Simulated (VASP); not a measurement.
Crystal: TePt3W.

```
Te Pt W
1.0
     4.49003    0.00000    0.00000
     0.00000    4.49003    0.00000
     0.00000    0.00000    4.49003
Te Pt W
1 3 1
Direct
  0.00000 0.00000 0.00000
  0.00000 0.50000 0.50000
  0.50000 0.00000 0.50000
  0.50000 0.50000 0.00000
  0.50000 0.50000 0.50000
```

| Item | Value |
| --- | --- |
| Program | VASP 6.6.1 |
| Task | relaxation of cell and atoms |
| Functional | PBE |
| Potentials or basis | VASP PAW PBE potentials, release 64 (Te, Pt, W_sv) |
| Cutoff | 600 eV |
| k mesh | 4 × 4 × 4 |
| Occupations | gaussian, width 0.1 eV |
| Spin | no spin polarisation |

At the start: pressure 54.6 GPa; volume 18.10 Å³/atom.

How do energy, volume and symmetry change on relaxing?

Over 5 steps the energy falls by 676.6 meV/atom and the volume is 23.17 Å³/atom (+28.0 %); space group Pm-3m (No. 221, to 0.05 Å).

Step by step:
```
step  energy change (eV)  largest force (eV/Å)  pressure (GPa)  volume (Å³)
   1              0.0000                0.0000           54.61        90.52
   2              3.8456                0.0000          -16.13       197.82
   3             -3.2909                0.0000           -5.02       121.50
   4             -3.3716                0.0000           -1.87       117.79
   5             -3.3829                0.0000            0.07       115.83
```

Final structure:
```
CELL_PARAMETERS angstrom
4.87458 0.00000 0.00000
0.00000 4.87458 0.00000
0.00000 0.00000 4.87458
ATOMIC_POSITIONS crystal
Te 0.00000 0.00000 0.00000
Pt 0.00000 0.50000 0.50000
Pt 0.50000 0.00000 0.50000
Pt 0.50000 0.50000 0.00000
W 0.50000 0.50000 0.50000
```

Caveat: the volume moved by over 15 % at a fixed basis, so the end points are rough.
